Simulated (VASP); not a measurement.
Write the native input for VASP 6.6.1 that does the following.

```yaml
Task: single point
Functional: HSE06
Potentials_or_basis: VASP PAW PBE potentials, release 64 (Ti_sv)
Cutoff: 520 eV
k_mesh: 1 × 1 × 1
Occupations: fermi-dirac, width 0.01 eV
Spin: collinear spin
Starting_moments: "[4.0] μB"
Dipole_correction: no
Grid_for_exact_exchange_PRECFOCK: Normal
Further_INCAR_settings: ALGO = Normal; EDIFF = 1e-07; NBANDS = 16; ISYM = 0
Share_of_exact_exchange: 0.25
Screening_parameter: 0.2079 1/Å
```

The system is Ti.

```
Ti
1.0
    14.00000    0.00000    0.00000
     0.00000   14.40000    0.00000
     0.00000    0.00000   14.80000
Ti
1
Cartesian
  7.0000 7.2000 7.4000
```

These files were run (other wordings do the same):

POSCAR

```
Ti
1.0
   14.0000000000      0.0000000000      0.0000000000
    0.0000000000     14.4000000000      0.0000000000
    0.0000000000      0.0000000000     14.8000000000
Ti
1
Direct
    0.5000000000      0.5000000000      0.5000000000
```

INCAR.step1

```
SYSTEM = Ti
  ALGO = Normal
  EDIFF = 1E-5
  ENCUT = 520
  GGA = PE
  ISIF = 2
  ISMEAR = -1
  ISPIN = 2
  ISYM = 0
  LASPH = .TRUE.
  LMAXMIX = 4
  LORBIT = 11
  LREAL = .FALSE.
  LWAVE = .TRUE.
  MAGMOM = 4
  NBANDS = 16
  NELM = 150
  PREC = Accurate
  SIGMA = 0.01
```

INCAR.step2

```
SYSTEM = Ti
  ALGO = Normal
  EDIFF = 1E-7
  ENCUT = 520
  GGA = PE
  HFSCREEN = 0.2079
  ISIF = 2
  ISMEAR = -1
  ISPIN = 2
  ISTART = 1
  ISYM = 0
  LASPH = .TRUE.
  LCHARG = .TRUE.
  LELF = .TRUE.
  LHFCALC = .TRUE.
  LMAXMIX = 4
  LORBIT = 11
  LREAL = .FALSE.
  LVHAR = .TRUE.
  LWAVE = .FALSE.
  MAGMOM = 4
  NBANDS = 16
  NELM = 150
  PREC = Accurate
  PRECFOCK = Normal
  SIGMA = 0.01
```

KPOINTS

```
k-points
0
G
  1 1 1
  0 0 0
```

Potentials or basis: VASP PAW PBE potentials, release 64 (Ti_sv).

Launch:

```bash
$ cat potpaw_PBE.64/Ti_sv/POTCAR > POTCAR
$ cp INCAR.step1 INCAR
$ mpirun -np 1 vasp_gam > vasp.out
$ cp INCAR.step2 INCAR
$ mpirun -np 1 vasp_gam > vasp.out
```

Results of the run:

- Pressure: 0.0 GPa
- Band gap on the k mesh: 2.16 eV
- Net moment: 4.00 μB per cell
- Site moments: Ti +2.43 μB
- Valence electrons inside the program's atomic spheres: Ti 10.34

Caveat: the PAW data sets were made with another functional, which shifts forces and pressure a little.

It took 72 min on 1 thread of Intel(R) Xeon(R) 6975P-C (Granite Rapids), with other jobs on the host, peak memory 2.9 GiB.
